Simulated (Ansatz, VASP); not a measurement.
# Tl in VASP and in Ansatz

```
Tl
1.0
     3.45600    0.00000    0.00000
    -1.72800    2.99298    0.00000
     0.00000    0.00000    5.52500
Tl
2
Direct
  0.66750 0.31964 0.74125
  0.32903 0.66275 0.24287
```

Change from the starting cell: atoms moved at random, drawn with an rms of 0.05 Å.

Alike in both runs: task single point; functional PBEsol; k mesh 9 × 9 × 5; occupations fermi-dirac, width 0.05 eV; no spin polarisation.

```csv
,VASP,Ansatz
version,VASP 6.6.1,Ansatz 0.2.0
potentials or method,"VASP PAW PBE potentials, release 64 (Tl_d), cutoff 520 eV","all-electron LAPW, scalar-relativistic"
```

VASP gave:

| Quantity | Value |
| --- | --- |
| gap on the k mesh at the Fermi level (eV) | none |
| pressure (GPa) | 0.2 |
| traceless stress, the component that is largest in VASP (GPa) | 0.86 |
| rms of the force components (eV/Å) | 0.015 |

Q: What did Ansatz give for the same quantities?

A: gap on the k mesh at the Fermi level (eV): none; pressure (GPa): 0.2; traceless stress, the component that is largest in VASP (GPa): 0.87; rms of the force components (eV/Å): 0.015.

VASP's potentials were made for PBE, not for PBEsol. Atom by atom the forces differ by 0.000 eV/Å (rms over components). A gap of «none» marks a metal or a gap that the smearing closes. Ansatz ran all-electron here, and VASP with PAW potentials.

Neither program's run includes spin-orbit coupling.
